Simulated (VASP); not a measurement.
Input of a VASP 6.6.1 run:

Contents of INCAR:

```
SYSTEM = B6P7
PREC = Accurate ; ENCUT = 420
EDIFF = 1E-6 ; ISMEAR = -1
SIGMA = 0.3447 ; LREAL = Auto
LASPH = .True. ; NELM = 120
ALGO = Normal ; ISIF = 2
LWAVE = .False. ; LCHARG = .False.
GGA = PE ; ISYM = -1
NBANDS = 72 ; GGA_COMPAT = .False.
```

File KPOINTS:

```
explicit points
1
Reciprocal
  0.25000000   0.25000000   0.25000000 1
```

File POSCAR:

```
B6P7
1.0
    7.0133910000      0.4643600000      0.0424130000
    0.4643600000      7.2659330000      0.0942560000
    0.0424130000      0.0942560000      7.1824730000
P B
14 12
Direct
    0.8365133360      0.4146496533      0.3388863059
    0.7728936386      0.7090706516      0.1158999273
   -0.2986277846      0.3026984221      0.6258311807
    0.3963265068      0.2945634119      0.7661985273
    0.8134586386      0.6270042325      0.5233258611
    0.3588678173     -0.0000276627      0.6525010183
    0.1218029279      0.8919257409      0.3900644833
    0.9570262843     -0.1825617879      0.7203890900
    0.0310509768      1.0730818199      0.9628199974
    0.5007992634      0.4380039337      0.1507661918
    0.1756556494      0.5677727256      0.3524227562
    0.2403660242      0.5507249950      0.9740039706
    0.3772267720      0.7502315465      0.2679280321
    0.8481381198     -0.0425173966      0.4725231042
    0.7282541954     -0.1085290748      0.8405710779
    0.6273390172      0.6242743684      0.3711394481
   -0.2298787100      0.6076843598      0.8493850167
   -0.2116051941      0.2014260147     -0.0918874041
    0.6012268125      1.0018233270      0.0278830575
    0.5729756157      0.8024438330     -0.0422475324
    0.4259095787      0.6687882166     -0.1967062605
    0.4279303920      0.1916944133      0.4516686439
    0.4804192804      0.1524428267      0.2365169108
    0.6572016745      0.2243004963      0.1096954263
    0.2662573178      0.3941688138      0.5040693439
    0.3532016980      0.5271360727      0.6860982170
```

Potentials or basis: VASP PAW PBE potentials, release 64 (P, B).

Launch:

```console
$ cat potpaw_PBE.64/P/POTCAR potpaw_PBE.64/B/POTCAR > POTCAR
$ mpirun -np 1 vasp_std > vasp.out
```

**Question.** What does it give for the largest force?

**Answer.** 5.039 eV/Å.

**Question.** Estimate the pressure.

**Answer.** 7.3 GPa.

Stress tensor (GPa, compression positive):
```
10.47 -1.49 -3.57
-1.49  3.95 -4.77
-3.57 -4.77  7.53
```

Caveat: the atoms stand as in a frame of molecular dynamics.
